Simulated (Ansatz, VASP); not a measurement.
## Two plane-wave programs on Ba2Be

Contents of INCAR:

```
ALGO = Fast
EDIFF = 1E-7
EDIFFG = -0.04
ENCUT = 600
GGA = PE
IBRION = 2
ISIF = 3
ISMEAR = 0
LASPH = T
LCHARG = F
LREAL = F
LWAVE = F
NELM = 100
NSW = 90
PREC = Accurate
SIGMA = 0.1
```

Contents of KPOINTS:

```
k-points
0
Gamma
  6 6 4
```

The input POSCAR:

```
Ba2Be
1.0
    4.3068588300      0.0000000000      0.0000000000
   -2.1534294100      3.7298491500      0.0000000000
    0.0000000000      0.0000000000      4.8301545000
Ba Be
2 1
Direct
    0.3333333300      0.6666666700      0.5000000000
    0.6666666700      0.3333333300      0.5000000000
    0.0000000000      0.0000000000      0.0000000000
```

Input for Ansatz:

```yaml
crystal:
  lattice:
    - [4.30685883, 0.0, 0.0]
    - [-2.15342941, 3.72984915, 0.0]
    - [0.0, 0.0, 4.8301545]
  atoms:
    - { symbol: Ba, position: [0.33333333, 0.66666667, 0.5] }
    - { symbol: Ba, position: [0.66666667, 0.33333333, 0.5] }
    - { symbol: Be, position: [0.0, 0.0, 0.0] }
basis:
  ecutwfc: 420
kpoints:
  mp_grid: { grid: [6, 6, 4] }
hamiltonian:
  xc: pbe
scf:
  occupations: { method: gaussian, width: 0.1 }
  lower_state_search: "off"
output:
  forces: true
  stress: true
  eigenvalues: true
relax:
  adjacent_minimum: "off"
  f_tol: 0.04
  max_steps: 70
  cell: { stress_tol: 0.4 }
```

Change from the starting cell: species swapped into the ZrB2 type (P6/mmm, No. 191).

Alike in both runs: task relaxation of cell and atoms; functional PBE; k mesh 6 × 6 × 4; occupations gaussian, width 0.1 eV; no spin polarisation.

|  | VASP | Ansatz |
| --- | --- | --- |
| version | VASP 6.6.1 | Ansatz 0.2.0 |
| potentials or method | VASP PAW PBE potentials, release 64 (Ba_sv, Be), cutoff 600 eV | scalar-relativistic, plane waves, PAW |
| valence electrons in the cell | 22 | 22 |

|  | VASP | Ansatz | Ansatz less VASP |
| --- | --- | --- | --- |
| gap on the k mesh at the Fermi level, each at its own relaxed structure (eV) | none | none | - |
| relaxed volume (Å³/atom) | 36.54 | 34.89 | -1.650 |
| relaxed length of the cell vector where the two differ most in proportion (Å) | 5.896 | 5.799 | -0.0970 |

A gap of «none» marks a metal or a gap that the smearing closes.

Neither program's run includes spin-orbit coupling. Noted on VASP's run: the volume moved by over 15 % at a fixed basis, so the end points are rough.
